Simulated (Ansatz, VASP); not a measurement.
## Two plane-wave programs on Ti

```xyz
1
Lattice="0.0000 2.0300 1.9488 2.0300 0.0000 1.9488 2.0300 2.0300 0.0000" Properties=species:S:1:pos:R:3 pbc="T T T"
Ti    0.0000    0.0000    0.0000
```

Change from the starting cell: strain +0.000 along x and y, -0.040 along z, atoms carried along.

Alike in both runs: task single point; functional r2SCAN; k mesh 20 × 20 × 20; occupations gaussian, width 0.15 eV; no spin polarisation.

```csv
,VASP,Ansatz
version,VASP 6.6.1,Ansatz 0.2.0
potentials or method,"VASP PAW PBE potentials, release 64 (Ti_sv), cutoff 520 eV","scalar-relativistic, plane waves, PAW"
valence electrons in the cell,12,12
```

|  | VASP | Ansatz | Ansatz less VASP |
| --- | --- | --- | --- |
| gap on the k mesh at the Fermi level (eV) | none | none | - |
| pressure (GPa) | 10.3 | 9.8 | -0.50 |
| traceless stress, the component that is largest in VASP (GPa) | 0.86 | 0.84 | -0.011 |

VASP's potentials were made for PBE, not for r2SCAN. A gap of «none» marks a metal or a gap that the smearing closes. With one functional, cell and mesh, what is left measures potentials, basis and numerics.
